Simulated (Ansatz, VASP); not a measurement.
# One calculation of CaO, two programs

File INCAR:

```
ALGO = Normal
EDIFF = 1E-7
EDIFFG = -0.01
ENCUT = 600
GGA = PE
GGA_COMPAT = False
IBRION = 2
ISIF = 3
ISMEAR = 0
LASPH = True
LCHARG = False
LREAL = False
LWAVE = False
NELM = 120
NELMIN = 4
NSW = 100
PREC = Accurate
SIGMA = 0.02
```

Contents of KPOINTS:

```
k-points
0
Gamma
  8 8 8
```

The input POSCAR:

```
CaO
1.0
    0.0000000000      2.4168421861      2.4168421861
    2.4168421861      0.0000000000      2.4168421861
    2.4168421861      2.4168421861      0.0000000000
Ca O
1 1
Direct
    0.5000000000      0.5000000000      0.5000000000
    0.0000000000      0.0000000000      0.0000000000
```

Input for Ansatz:

```yaml
crystal:
  lattice:
    - [0.0, 2.4168421861, 2.4168421861]
    - [2.4168421861, 0.0, 2.4168421861]
    - [2.4168421861, 2.4168421861, 0.0]
  atoms:
    - { symbol: Ca, position: [0.5, 0.5, 0.5] }
    - { symbol: O, position: [0.0, 0.0, 0.0] }
basis:
  ecutwfc: 420
kpoints:
  mp_grid: { grid: [8, 8, 8] }
hamiltonian:
  xc: pbe
scf:
  occupations: { method: gaussian, width: 0.02 }
output:
  forces: true
  stress: true
  eigenvalues: true
relax:
  adjacent_minimum: "off"
  f_tol: 0.01
  max_steps: 80
  cell: { stress_tol: 0.05 }
```

Change from the starting cell: species swapped into the HfCd type (P4/nmm, No. 129).

Alike in both runs: task relaxation of cell and atoms; functional PBE; k mesh 8 × 8 × 8; occupations gaussian, width 0.02 eV; no spin polarisation.

|  | VASP | Ansatz |
| --- | --- | --- |
| version | VASP 6.6.1 | Ansatz 0.2.0 |
| potentials or method | VASP PAW PBE potentials, release 64 (Ca_sv, O), cutoff 600 eV | scalar-relativistic, plane waves, PAW |
| valence electrons in the cell | 16 | 16 |

```csv
,VASP,Ansatz,Ansatz less VASP
"gap on the k mesh at the Fermi level, each at its own relaxed structure (eV)",3.64,3.66,+0.016
relaxed volume (Å³/atom),14.16,14.09,-0.077
relaxed cell length with the largest relative difference (Å),3.422,3.416,-0.0062
```
